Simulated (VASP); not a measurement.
Here is a VASP 6.6.1 calculation.

Contents of INCAR:

```
PREC     = Accurate       # precision mode
ENCUT    = 520            # plane-wave cutoff, eV
EDIFF    = 1E-6           # SCF threshold, eV
ISMEAR   = -1             # smearing method
SIGMA    = 0.1            # smearing width, eV
LREAL    = False          # projectors in reciprocal space
LASPH    = True           # aspherical terms in the spheres
NELM     = 80             # most SCF steps
ALGO     = Normal         # electronic algorithm
ISIF     = 2              # what is computed and relaxed
LWAVE    = False          # write WAVECAR
LCHARG   = False          # write CHGCAR
GGA      = B5             # functional
ALDAX    = 1.0          
AGGAX    = 1.0          
AGGAC    = 1.0          
ALDAC    = 0.0          
NBANDS   = 21             # bands
```

Contents of KPOINTS:

```
Automatic mesh
0
Gamma
  15 15 8
```

File POSCAR:

```
W
1.0
   -1.9675648727      1.9677818066      1.3791472224
    1.9677818066     -1.9675648727      1.3791472224
    3.2706679203      3.2706679203     -1.3787499075
W
2
Direct
    0.0000390004      0.9999609996      1.0000000000
    0.7499609996      0.2500390004      0.5000000000
```

Potentials or basis: VASP PAW PBE potentials, release 64 (W_sv).

The run is started by

```bash
$ cat potpaw_PBE.64/W_sv/POTCAR > POTCAR
$ mpirun -np 1 vasp_std > vasp.out
```

(1) Predict the band gap on the k mesh.

(2) What does it give for the pressure?

Answers

(1) zero (bands 14 and 15 overlap by 1.16 eV).

(2) -8.2 GPa.

Caveat: the cell stands under tension; the PAW data sets were made with another functional, which shifts forces and pressure a little; spin-orbit coupling is left out, which moves the levels of the heavy elements.
